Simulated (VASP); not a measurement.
Write the native input for VASP 6.6.1 that does the following.

| Property | Result |
| --- | --- |
| Task | relaxation of cell and atoms |
| Functional | LDA |
| Potentials or basis | VASP PAW LDA potentials, release 64 (Tc_pv) |
| Cutoff | 600 eV |
| k mesh | 11 × 11 × 11 |
| Occupations | fermi-dirac, width 0.1 eV |
| Spin | no spin polarisation |
| Dipole correction | no |
| Further INCAR settings | ALGO = Normal; EDIFF = 1e-06; IBRION = 2; EDIFFG = -0.01; NSW = 80; ISIF = 3 |

The structure of Tc lies in POSCAR:

```
Tc
1.0
    0.0000000000      1.9058455624      1.9058455624
    1.9058455624      0.0000000000      1.9058455624
    1.9058455624      1.9058455624      0.0000000000
Tc
1
Direct
    0.0000000000      0.0000000000      0.0000000000
```

This isn't the form of Tc at room conditions, which is hcp.

These files were run (other wordings do the same):

INCAR

```
SYSTEM = Tc
ALGO = Normal
EDIFF = 1E-6
EDIFFG = -0.01
ENCUT = 600
IBRION = 2
ISIF = 3
ISMEAR = -1
LASPH = .True.
LCHARG = .False.
LREAL = .False.
LWAVE = .False.
NELM = 60
NSW = 80
PREC = Accurate
SIGMA = 0.1
```

KPOINTS

```
k-points
0
Gamma
  11 11 11
  0 0 0
```

Potentials or basis: VASP PAW LDA potentials, release 64 (Tc_pv).

Launch:

```bash
$ cat potpaw_LDA.64/Tc_pv/POTCAR > POTCAR
$ mpirun -np 1 vasp_std > vasp.out
```

It gave:

The relaxed volume is 13.86 Å³/atom. The relaxed cell is a = 2.696 Å, b = 2.696 Å, c = 2.696 Å, α = 60.00°, β = 60.00°, γ = 60.00°, the space group after relaxing (to 0.1 Å) is Fm-3m (No. 225) and the energy gained by relaxing is 0.0 meV/atom. The ionic steps are 3. The pressure after relaxing is 0.0 GPa. The band gap on the k mesh is zero (an odd number of electrons rules out a gap without spin polarisation).

It took 23 s on 1 thread of Intel Xeon 8259CL, on a shared host, peak memory 0.13 GiB.
